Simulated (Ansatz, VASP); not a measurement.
# Two plane-wave programs on Ta

INCAR

```
PREC = Accurate
ENCUT = 520
EDIFF = 1E-7
ISMEAR = 0
SIGMA = 0.03
LREAL = F
LASPH = T
NELM = 80
ALGO = Normal
ISIF = 2
LWAVE = F
LCHARG = T
GGA = CA
LELF = T
LVHAR = T
NBANDS = 12
```

The input KPOINTS:

```
Automatic mesh
0
Gamma
  14 14 14
```

File POSCAR:

```
Ta
1.0
   -1.6276710318      1.6276710318      1.6276710318
    1.6276710318     -1.6276710318      1.6276710318
    1.6276710318      1.6276710318     -1.6276710318
Ta
1
Direct
    0.0000000000      0.0000000000      0.0000000000
```

Input for Ansatz:

```yaml
crystal:
  lattice:
    - [-1.6276710318, 1.6276710318, 1.6276710318]
    - [1.6276710318, -1.6276710318, 1.6276710318]
    - [1.6276710318, 1.6276710318, -1.6276710318]
  atoms:
    - { symbol: Ta, position: [0.0, 0.0, 0.0] }
hamiltonian:
  xc: lda
  pseudopotentials:
    kind: paw
    azcp:
      Ta: "pseudopotentials/Ta.paw.azcp"
basis:
  ecutwfc: 420
  fft_grid_basis: typed
kpoints:
  mp_grid: { grid: [14, 14, 14], shift: [0, 0, 0] }
magnetization:
  spin_polarized: false
scf:
  occupations: { method: gaussian, width: 0.03 }
  lower_state_search: "off"
output:
  stress: true
  write_density: true
  write_potential: true
  elf: true
  volumetric_format: npy
```

Alike in both runs: task single point; functional LDA; k mesh 14 × 14 × 14; occupations gaussian, width 0.03 eV; no spin polarisation.

```csv
,VASP,Ansatz
version,VASP 6.6.1,Ansatz 0.2.0
potentials or method,"VASP PAW LDA potentials, release 64 (Ta_pv), cutoff 520 eV","plane waves (420 eV) with PAW, scalar-relativistic"
valence electrons in the cell,11,13
```

Ansatz gave:

- pressure (GPa): 0.0

Which values does VASP return?

Pressure (GPa): 0.9.

Ansatz warns that its potentials were made for another functional, while VASP's fit it. LDA's correlation is that of Perdew and Zunger in VASP and of Perdew and Wang (1992) in Ansatz. VASP's potentials hold 11 valence electrons a cell and Ansatz's 13, so a difference there can come from the potentials and not from the codes.

Neither program's run includes spin-orbit coupling.
